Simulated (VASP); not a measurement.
The system is KI.

```
K I
1.0
     0.00000    3.53277    3.53277
     3.53277    0.00000    3.53277
     3.53277    3.53277    0.00000
K I
1 1
Cartesian
  0.0000 0.0000 0.0000
  3.5328 3.5328 3.5328
```

```yaml
Program: VASP 6.6.1
Task: relaxation of volume and atoms at fixed shape
Functional: PBE
Potentials_or_basis: VASP PAW PBE potentials, release 64 (K_sv, I)
Cutoff: 600 eV
k_mesh: 6 × 6 × 6
Occupations: gaussian, width 0.01 eV
Spin: no spin polarisation
```

At the start: pressure 0.6 GPa; volume 44.09 Å³/atom.

Task: Where does the relaxation end?

Result: Over 4 steps the energy falls by 4.3 meV/atom and the volume is 46.44 Å³/atom (+5.3 %); space group Fm-3m (No. 225, to 0.05 Å).

The path:
```tsv
step	energy change (eV)	largest force (eV/Å)	pressure (GPa)	volume (Å³)
1	0.0000	0.0000	0.62	88.18
2	-0.0063	0.0000	0.31	90.38
3	-0.0085	0.0000	-0.06	93.42
4	-0.0086	0.0000	0.00	92.88
```

Final structure:
```
K I
1.0
     0.00000    3.59443    3.59443
     3.59443    0.00000    3.59443
     3.59443    3.59443    0.00000
K I
1 1
Direct
  0.00000 0.00000 0.00000
  0.50000 0.50000 0.50000
```
